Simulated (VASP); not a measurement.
A run of VASP 6.6.1 is set up as follows.

Contents of INCAR:

```
SYSTEM = Zn
PREC = Accurate
ENCUT = 520
EDIFF = 1E-7
ISMEAR = 0
SIGMA = 0.15
LREAL = .False.
LASPH = .True.
NELM = 100
ALGO = Fast
ISIF = 2
LWAVE = .False.
LCHARG = .False.
GGA = PE
NBANDS = 12
```

File KPOINTS:

```
regular mesh
0
Gamma
  20 20 20
  0 0 0
```

The input POSCAR:

```
Zn
1.0
    0.0000000000      1.8665372000      2.0630148000
    1.8665372000      0.0000000000      2.0630148000
    1.8665372000      1.8665372000      0.0000000000
Zn
1
Direct
    0.0000000000      0.0000000000      0.0000000000
```

Potentials or basis: VASP PAW PBE potentials, release 64 (Zn).

Run with:

```bash
$ cat potpaw_PBE.64/Zn/POTCAR > POTCAR
$ mpirun -np 1 vasp_std > vasp.out
```

(1) Predict the pressure.

(2) What does it give for the band gap on the k mesh?

Results:

(1) 5.2 GPa.

(2) zero (bands 6 and 7 overlap by 3.67 eV).

Caveat: the cell differs from its parent crystal (strain -0.050 along x and y, +0.050 along z); the cell stands under pressure.
